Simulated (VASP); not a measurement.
C:

```xyz
2
Lattice="0.0000 1.7769 1.7769 1.7769 0.0000 1.7769 1.7769 1.7769 0.0000" Properties=species:S:1:pos:R:3 pbc="T T T"
C     2.6654    2.6654    2.6654
C     1.7769    1.7769    1.7769
```

Base run:

* Program: VASP 6.6.1
* Functional: PBEsol
* Potentials or basis: VASP PAW PBE potentials, release 64 (C)
* Cutoff: 520 eV
* k mesh: 13 × 13 × 13
* Occupations: fermi-dirac, width 0.05 eV
* Spin: no spin polarisation

Its results: band gap on the k mesh 4.04 eV, indirect (least direct gap 5.57 eV); pressure 1.1 GPa.

The run is repeated on the same cell with these changes: potentials or basis from VASP PAW PBE potentials, release 64 (C) to VASP PAW PBE potentials, release 64 (C_h); cutoff from 520 eV to 910 eV; further incar settings from ALGO = Normal; EDIFF = 1e-07; NBANDS = 11 to ALGO = Normal; EDIFF = 1e-06; NBANDS = 11. What comes out?

Band gap on the k mesh 4.04 eV, indirect (least direct gap 5.58 eV); pressure 0.0 GPa.

Caveats: the PAW data sets were made with another functional, which shifts forces and pressure a little; the cutoff is under 1.25 times the usual one of these potentials, so pressure, stress and relaxed cells hold a basis-set (Pulay) error (some runs).

A k mesh can miss the band edges.
